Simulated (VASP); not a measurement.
# Sc2GaP3 (P6/mmm) in VASP: notebook

The runs below take Sc2GaP3 through relaxation of cell and atoms, single point, with PBE.

Program: VASP 6.6.1. These are calculated values, not measurements. Logs are shortened: lines on timing, memory, paths and dates and some standing lists are left out, and cuts for length are marked.

**1. The cell of the first run**

The structure is hexagonal, space group P6/mmm (No. 191). Conventional cell: a = 4.468 Å, b = 4.468 Å, c = 7.086 Å, α = 90.00°, β = 90.00°, γ = 120.00°. Sc (site symmetry 6mm) has 1 Ga at 2.07 Å and 6 P at 2.68 Å within 2.7 Å. Ga (site symmetry 6/mmm) has 2 Sc at 2.07 Å within 2.7 Å. Within 3.0 Å of P (site symmetry mmm) lie 4 P at 2.23 Å and 4 Sc at 2.68 Å.

The cell was generated, and may not be a known phase.

**2. Relaxation of cell and atoms, PBE**

File INCAR:

```
ALGO = Normal ; EDIFF = 1E-7
EDIFFG = -0.04 ; ENCUT = 600
GGA = PE ; IBRION = 2
ISIF = 3 ; ISMEAR = 0
LASPH = True ; LCHARG = False
LREAL = False ; LWAVE = False
NELM = 60 ; NSW = 90
PREC = Accurate ; SIGMA = 0.1
```

File KPOINTS:

```
k-points
0
Gamma
  6 6 4
```

File POSCAR:

```
Sc2GaP3
1.0
    4.4681436400      0.0000000000      0.0000000000
   -2.2340718200      3.8695259000      0.0000000000
    0.0000000000      0.0000000000      7.0855867200
Sc Ga P
2 1 3
Direct
    0.0000000000      0.0000000000      0.7078413900
    0.0000000000      0.0000000000      0.2921586100
    0.0000000000      0.0000000000      0.0000000000
    0.5000000000      0.0000000000      0.5000000000
    0.0000000000      0.5000000000      0.5000000000
    0.5000000000      0.5000000000      0.5000000000
```

Potentials or basis: VASP PAW PBE potentials, release 64 (Sc_sv, Ga_d, P).

Launch:

```bash
$ cat potpaw_PBE.64/Sc_sv/POTCAR potpaw_PBE.64/Ga_d/POTCAR potpaw_PBE.64/P/POTCAR > POTCAR
$ mpirun -np 1 vasp_std > vasp.out
```

OUTCAR:

```text
EDIFF = 1E-7
   EDIFFG = -0.04
   ENCUT = 600
   GGA = PE
   IBRION = 2
   ISIF = 3
   ISMEAR = 0
   LASPH = True
   LREAL = False
   NELM = 60
   NSW = 90
   PREC = Accurate

 ion  position               nearest neighbor table
   1  0.000  0.000  0.708-   3 2.07   4 2.68   4 2.68   6 2.68   5 2.68   5 2.68   6 2.68   2 2.95

   2  0.000  0.000  0.292-   3 2.07   4 2.68   4 2.68   6 2.68   5 2.68   5 2.68   6 2.68   1 2.95

   3  0.000  0.000  0.000-   1 2.07   2 2.07
   4  0.500  0.000  0.500-   5 2.23   6 2.23   6 2.23   5 2.23   1 2.68   1 2.68   2 2.68   2 2.68

   5  0.000  0.500  0.500-   6 2.23   6 2.23   4 2.23   4 2.23   1 2.68   2 2.68   1 2.68   2 2.68

   6  0.500  0.500  0.500-   5 2.23   5 2.23   4 2.23   4 2.23   1 2.68   2 2.68   1 2.68   2 2.68

  LATTYP: Found a hexagonal cell.
 ALAT       =     4.4681436400
 C/A-ratio  =     1.5858010151

  Lattice vectors:

 A1 = (   4.4681436400,   0.0000000000,   0.0000000000)
 A2 = (  -2.2340718200,   3.8695259000,   0.0000000000)
 A3 = (   0.0000000000,   0.0000000000,   7.0855867200)

Analysis of symmetry for initial positions (statically):
=====================================================================
 Subroutine PRICEL returns:
 Original cell was already a primitive cell.

 Routine SETGRP: Setting up the symmetry group for a
 hexagonal supercell.

 Subroutine GETGRP returns: Found 24 space group operations
 (whereof 24 operations were pure point group operations)
 out of a pool of 24 trial point group operations.

The static configuration has the point symmetry D_6h.

Analysis of symmetry for dynamics (positions and initial velocities):
=====================================================================
 Subroutine PRICEL returns:
 Original cell was already a primitive cell.

 Routine SETGRP: Setting up the symmetry group for a
 hexagonal supercell.

 Subroutine GETGRP returns: Found 24 space group operations
 (whereof 24 operations were pure point group operations)
 out of a pool of 24 trial point group operations.

The dynamic configuration has the point symmetry D_6h.

 Subroutine INISYM returns: Found 24 space group operations
 (whereof 24 operations are pure point group operations),
 and found     1 'primitive' translations

----------------------------------------------------------------------------------------

                                     Primitive cell

  volume of cell :     122.5069

  direct lattice vectors                    reciprocal lattice vectors
     4.468143640  0.000000000  0.000000000     0.223806592  0.129214796  0.000000000
    -2.234071820  3.869525900  0.000000000     0.000000000  0.258429592  0.000000000
     0.000000000  0.000000000  7.085586720     0.000000000  0.000000000  0.141131573

  length of vectors
     4.468143640  4.468143640  7.085586720     0.258429592  0.258429592  0.141131573

  position of ions in fractional coordinates (direct lattice)
[... 75 lines left out ...]
   ISTART =      0    job   : 0-new  1-cont  2-samecut
   ICHARG =      2    charge: 1-file 2-atom 10-const
   ISPIN  =      1    spin polarized calculation?
   LNONCOLLINEAR =      F non collinear calculations
   LSORBIT =      F    spin-orbit coupling
   LASPH  =      T    aspherical Exc in radial PAW
   ENCUT  =  600.0 eV  44.10 Ry    6.64 a.u.   8.92  8.92 14.15*2*pi/ulx,y,z
   NELM   =     60;   NELMIN=  2; NELMDL= -5     # of ELM steps
   EDIFF  = 0.1E-06   stopping-criterion for ELM
   LREAL  =      F    real-space projection
   EDIFFG = -.4E-01   stopping-criterion for IOM
   NSW    =     90    number of steps for IOM
   IBRION =      2    ionic relax: 0-MD 1-quasi-New 2-CG
   NFREE  =      1    steps in history (QN), initial steepest desc. (CG)
   ISIF   =      3    stress and relaxation
   ISYM   =      2    0-nonsym 1-usesym 2-fastsym
   POTIM  = 0.5000    time-step for ionic-motion
   TEBEG  =    0.0;   TEEND  =   0.0 temperature during run
   PSTRESS=    0.0 pullay stress
   NELECT =      50.0000    total number of electrons
   NUPDOWN=      -1.0000    fix difference up-down
   EMIN   =  10.00;   EMAX   =-10.00  energy-range for DOS
   EFERMI =   0.00;   METHOD = LEGACY
   ISMEAR =     0;   SIGMA  =   0.10  broadening in eV -4-tet -1-fermi 0-gaus
   EFERMI_NEDOS =   21; number of points for ismear=-14 and -15
   IALGO  =     38    algorithm
   IMIX   =      4    mixing-type and parameters
     AMIX     =   0.40;   BMIX     =  1.00
     AMIX_MAG =   1.60;   BMIX_MAG =  1.00
  volume/ion in A,a.u.               =      20.42       137.79
  Fermi-wavevector in a.u.,A,eV,Ry     =   1.214352  2.294793 20.063842  1.474651
  Thomas-Fermi vector in A             =   2.349775
   LORBIT       =      0    0 simple, 1 ext, 2 COOP (PROOUT), +10 PAW based schemes
   GGA     = PE    functional components
   LHFCALC =     F    Hartree Fock is set to
   AEXX    =    0.0000 exact exchange contribution
   IVDW    =     0    specifies the selected vdW correction
   LEPSILON=     F    determine dielectric tensor
   LRPA    =     F    only Hartree local field effects (RPA)
 conjugate gradient relaxation of ions
 non-spin polarized calculation
 Gauss-broadening in eV      SIGMA  =   0.10
  energy-cutoff  :      600.00
  volume of cell :      122.51
 maximum number of plane-waves:      4116
 NGX is ok and might be reduce to    36
   NGX = 17   NGY = 17   NGZ = 29

--------------------------------------- Ionic step        1  -------------------------------------------

 number of electron      50.0000015 magnetization

 Free energy of the ion-electron system (eV)
  ---------------------------------------------------
  ext. energy  EPLUGINS =         0.00000000
  ---------------------------------------------------
  free energy    TOTEN  =       -26.02327644 eV

  energy without entropy =      -25.99239871  energy(sigma->0) =      -26.00783757

 E-fermi :   5.0722     XC(G=0):  -9.6299

 val. band max:        5.0568214373   @ k =   0.1667  -0.0000   0.2500
 cond. band min:       5.0750493776   @ k =   0.5000  -0.0000   0.0000
 fundamental gap:      0.0182279403
 Fermi energy:         5.0722401320

 k-point     1 :       0.0000    0.0000    0.0000
  band No.  band energies     occupation
      1     -44.0568      2.00000
      2     -44.0161      2.00000
      3     -23.3380      2.00000
      4     -22.9035      2.00000
      5     -22.7404      2.00000
      6     -22.7404      2.00000
[... 921 lines left out ...]
--------------------------------------- Ionic step        7  -------------------------------------------

 number of electron      49.9999988 magnetization

 Free energy of the ion-electron system (eV)
  ---------------------------------------------------
  ext. energy  EPLUGINS =         0.00000000
  ---------------------------------------------------
  free energy    TOTEN  =       -30.97873647 eV

  energy without entropy =      -30.94273075  energy(sigma->0) =      -30.96073361

 E-fermi :   2.6824     XC(G=0):  -8.1912

 val. band max:        2.6776625150   @ k =   0.3333   0.1667   0.5000
 cond. band min:       2.6827258845   @ k =   0.1667  -0.0000   0.5000
 fundamental gap:      0.0050633695
 Fermi energy:         2.6824204358

 k-point     1 :       0.0000    0.0000    0.0000
  band No.  band energies     occupation
      1     -47.0986      2.00000
      2     -47.0599      2.00000
      3     -25.8559      2.00000
      4     -25.7691      2.00000
      5     -25.7691      2.00000
      6     -25.7253      2.00000
[... 715 lines left out ...]
  FREE ENERGIE OF THE ION-ELECTRON SYSTEM (eV)
  ---------------------------------------------------
  free  energy   TOTEN  =       -30.9787364652 eV

  energy  without entropy=      -30.9427307494  energy(sigma->0) =      -30.96073361

 reached required accuracy - stopping structural energy minimisation
```

OSZICAR:

```text
N       E                     dE             d eps       ncg     rms          rms(c)
DAV:   1     0.773422268360E+03    0.77342E+03   -0.25083E+04  1348   0.217E+03
[... 80 lines left out ...]
DAV:   1    -0.309934269378E+02   -0.15992E-01   -0.37255E-01  1642   0.738E+00    0.634E-01
DAV:   2    -0.309834273523E+02    0.99996E-02   -0.83503E-02  1952   0.204E+00    0.332E-01
DAV:   3    -0.309795501905E+02    0.38772E-02   -0.11833E-02  1832   0.645E-01    0.188E-01
DAV:   4    -0.309787612073E+02    0.78898E-03   -0.27270E-03  1874   0.428E-01    0.517E-02
DAV:   5    -0.309787411813E+02    0.20026E-04   -0.24247E-04  1784   0.135E-01    0.269E-02
DAV:   6    -0.309787358835E+02    0.52978E-05   -0.32087E-05  2120   0.402E-02    0.115E-02
DAV:   7    -0.309787365551E+02   -0.67164E-06   -0.39175E-06  1730   0.154E-02    0.221E-03
DAV:   8    -0.309787364652E+02    0.89885E-07   -0.42909E-07  1272   0.453E-03
   7 F= -.30978736E+02 E0= -.30960734E+02  d E =-.130147E-02
```

It took 11 min on 1 thread of Intel Xeon 8259CL, shared host; peak memory 0.3 GiB.

Results:

```yaml
Free_energy: -30.9787 eV
Relaxed_volume: 28.62 Å³/atom
Relaxed_cell: a = 4.795 Å, b = 4.795 Å, c = 8.623 Å, α = 90.00°, β = 90.00°, γ = 120.00°
Space_group_after_relaxing_to_0.1_Å: P6/mmm (No. 191)
Energy_gained_by_relaxing: 825.9 meV/atom
Ionic_steps: 7
Pressure_after_relaxing: 0.0 GPa
Largest_force_after_relaxing: 0.007 eV/Å
Band_gap_on_the_k_mesh: zero (bands 25 and 26 overlap by 0.31 eV)
```

Forces on the atoms (eV/Å):
```
Sc   0.000  0.000 -0.007
Sc   0.000  0.000  0.007
Ga   0.000  0.000  0.000
P    0.000  0.000  0.000
P    0.000  0.000  0.000
P    0.000  0.000  0.000
```

Stress tensor (GPa, compression positive):
```
-0.01  0.00  0.00
 0.00 -0.01  0.00
 0.00  0.00 -0.10
```

The path:
```tsv
step	energy change (eV)	largest force (eV/Å)	pressure (GPa)	volume (Å³)
1	0.0000	6.7187	23.65	122.51
2	-4.8451	0.2173	-1.58	182.35
3	-4.9473	0.0487	0.61	168.80
4	-4.9486	0.0810	0.34	170.20
5	-4.9540	0.0160	-0.09	171.82
6	-4.9542	0.0394	-0.19	172.23
7	-4.9555	0.0073	-0.04	171.70
```

Final structure:
```
Sc Ga P
1.0
     4.79492    0.00000    0.00000
    -2.39746    4.15252    0.00000
     0.00000    0.00000    8.62345
Sc Ga P
2 1 3
Direct
  0.00000 0.00000 0.66901
  0.00000 0.00000 0.33099
  0.00000 0.00000 0.00000
  0.50000 0.00000 0.50000
  0.00000 0.50000 0.50000
  0.50000 0.50000 0.50000
```

Caveat: the volume moved by over 15 % at a fixed basis, so the end points are rough; semilocal functionals underestimate gaps, and a narrow one can read as zero.

**3. Single point, PBE**

This run uses another cell than the first one, of 28.42 Å³/atom.

File INCAR:

```
SYSTEM = Sc2GaP3
ALGO     = Normal         ! electronic algorithm
EDIFF    = 1E-6           ! SCF threshold, eV
ENCUT    = 520            ! plane-wave cutoff, eV
GGA      = PE             ! functional
ISIF     = 2              ! what is computed and relaxed
ISMEAR   = 0              ! smearing method
LASPH    = .True.         ! aspherical terms in the spheres
LCHARG   = .True.         ! write CHGCAR
LELF     = .True.         ! ELF
LREAL    = .False.        ! projectors in reciprocal space
LVHAR    = .True.       
LWAVE    = .False.        ! write WAVECAR
NBANDS   = 34             ! bands
NELM     = 60             ! most SCF steps
PREC     = Accurate       ! precision mode
SIGMA    = 0.1            ! smearing width, eV
```

File KPOINTS:

```
k-points
0
Gamma
  12 12 6
  0 0 0
```

File POSCAR:

```
Sc2GaP3
1.0
    4.7760571027      0.0000000000      0.0000000000
   -2.3880285514      4.1361867809      0.0000000000
    0.0000000000      0.0000000000      8.6317958324
Sc Ga P
2 1 3
Direct
    0.0000000000      0.0000000000      0.6708017172
    0.0000000000      0.0000000000      0.3291982828
    0.0000000000      0.0000000000      0.0000000000
    0.5000000000      0.0000000000      0.5000000000
    0.0000000000      0.5000000000      0.5000000000
    0.5000000000      0.5000000000      0.5000000000
```

Potentials or basis: VASP PAW PBE potentials, release 64 (Sc_sv, Ga_d, P).

Launch:

```bash
$ cat potpaw_PBE.64/Sc_sv/POTCAR potpaw_PBE.64/Ga_d/POTCAR potpaw_PBE.64/P/POTCAR > POTCAR
$ mpirun -np 1 vasp_std > vasp.out
```

OUTCAR:

```text
SYSTEM = Sc2GaP3
   EDIFF = 1E-6
   ENCUT = 520
   GGA = PE
   ISIF = 2
   ISMEAR = 0
   LASPH = .True.
   LREAL = .False.
   NELM = 60
   PREC = Accurate

 ion  position               nearest neighbor table
   1  0.000  0.000  0.671-   4 2.81   4 2.81   6 2.81   6 2.81   5 2.81   5 2.81   3 2.84   2 2.95

   2  0.000  0.000  0.329-   4 2.81   4 2.81   6 2.81   6 2.81   5 2.81   5 2.81   3 2.84   1 2.95

   3  0.000  0.000  0.000-   1 2.84   2 2.84
   4  0.500  0.000  0.500-   5 2.39   5 2.39   6 2.39   6 2.39   1 2.81   1 2.81   2 2.81   2 2.81

   5  0.000  0.500  0.500-   6 2.39   6 2.39   4 2.39   4 2.39   1 2.81   2 2.81   1 2.81   2 2.81

   6  0.500  0.500  0.500-   5 2.39   5 2.39   4 2.39   4 2.39   1 2.81   2 2.81   1 2.81   2 2.81

  LATTYP: Found a hexagonal cell.
 ALAT       =     4.7760571027
 C/A-ratio  =     1.8073058271

  Lattice vectors:

 A1 = (   4.7760571027,   0.0000000000,   0.0000000000)
 A2 = (  -2.3880285514,   4.1361867809,   0.0000000000)
 A3 = (   0.0000000000,   0.0000000000,   8.6317958324)

Analysis of symmetry for initial positions (statically):
=====================================================================
[... 186 lines left out ...]
 Fermi energy:         2.7671720294

 k-point     1 :       0.0000    0.0000    0.0000
  band No.  band energies     occupation
      1     -47.0672      2.00000
      2     -47.0329      2.00000
      3     -25.7891      2.00000
      4     -25.7489      2.00000
      5     -25.7489      2.00000
      6     -25.7088      2.00000
[... 877 lines left out ...]
     33       5.1439      0.00000
     34       5.3181      0.00000

 [... further k-points ...]

------------------------ aborting loop because EDIFF is reached ----------------------------------------

  FORCE on cell =-STRESS in cart. coord.  units (eV):
  Direction    XX          YY          ZZ          XY          YZ          ZX
  --------------------------------------------------------------------------------------
  -------------------------------------------------------------------------------------
  Total       -0.0450646     -0.0450646      0.0933708      0.0000000      0.0000000     -0.0000000
  in kB       -0.4234242     -0.4234242      0.8773059      0.0000000      0.0000000     -0.0000000
  external PRESSURE =       0.0101525 kB  Pullay stress =       0.0000000 kB

 VOLUME and BASIS-vectors are now :
 -----------------------------------------------------------------------------
  energy-cutoff  :      520.00
  volume of cell :      170.52
      direct lattice vectors                 reciprocal lattice vectors
     4.776057103  0.000000000  0.000000000     0.209377731  0.120884289  0.000000000
    -2.388028551  4.136186781  0.000000000     0.000000000  0.241768579  0.000000000
     0.000000000  0.000000000  8.631795832     0.000000000  0.000000000  0.115850748

 POSITION                                       TOTAL-FORCE (eV/Angst)
 -----------------------------------------------------------------------------------
      0.00000      0.00000      5.79022         0.000000     -0.000000      0.018321
      0.00000      0.00000      2.84157         0.000000      0.000000     -0.018321
      0.00000      0.00000      0.00000        -0.000000     -0.000000      0.000000
      2.38803      0.00000      4.31590        -0.000000     -0.000000      0.000000
     -1.19401      2.06809      4.31590        -0.000000     -0.000000      0.000000
      1.19401      2.06809      4.31590        -0.000000     -0.000000      0.000000
 -----------------------------------------------------------------------------------
    total drift:                               -0.000000     -0.000000      0.000000

  FREE ENERGIE OF THE ION-ELECTRON SYSTEM (eV)
  ---------------------------------------------------
  free  energy   TOTEN  =       -30.9535614481 eV

  energy  without entropy=      -30.9263872898  energy(sigma->0) =      -30.93997437
```

Run time: 8.3 min. Hardware: 1 thread of Intel Xeon 8259CL, shared host; peak memory 0.52 GiB.

Results:

```
Free energy            : -30.9536 eV
Pressure               : 0.0 GPa
Largest force          : 0.018 eV/Å
Band gap on the k mesh : zero (bands 25 and 26 overlap by 0.44 eV)
```

Forces in eV/Å, atoms in the order of the input:
```
Sc   0.000  0.000  0.018
Sc   0.000  0.000 -0.018
Ga   0.000  0.000  0.000
P    0.000  0.000  0.000
P    0.000  0.000  0.000
P    0.000  0.000  0.000
```

Stress tensor (GPa, compression positive):
```
-0.04  0.00  0.00
 0.00 -0.04  0.00
 0.00  0.00  0.09
```

Caveat: semilocal functionals underestimate gaps, and a narrow one can read as zero.
